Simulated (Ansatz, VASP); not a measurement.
**AlN: VASP beside Ansatz**

```xyz
4
Lattice="3.1110 0.0000 0.0000 -1.5555 2.6942 0.0000 0.0000 0.0000 4.9780" Properties=species:S:1:pos:R:3 pbc="T T T"
Al    0.0000    1.7961    0.0000
Al    1.5555    0.8981    2.4890
N    -0.6000    1.7961    1.9165
N     1.5555    0.8981    4.4055
```

Alike in both runs: task single point; functional r2SCAN; k mesh 12 × 12 × 6; occupations gaussian, width 0.05 eV; no spin polarisation.

|  | VASP | Ansatz |
| --- | --- | --- |
| version | VASP 6.6.1 | Ansatz 0.2.0 |
| potentials or method | VASP PAW PBE potentials, release 64 (Al, N), cutoff 520 eV | scalar-relativistic, plane waves, PAW |
| valence electrons in the cell | 16 | 16 |

Ansatz gave:

| Quantity | Value |
| --- | --- |
| gap on the k mesh at the Fermi level (eV) | 3.81 |
| least direct gap on the mesh (eV) | 3.81 |
| rms of the force components (eV/Å) | 8.610 |

Which values does VASP return?

gap on the k mesh at the Fermi level (eV): 3.83; least direct gap on the mesh (eV): 3.83; rms of the force components (eV/Å): 8.662.

VASP's potentials were made for PBE, not for r2SCAN. Atom by atom the forces differ by 0.052 eV/Å (rms over components).
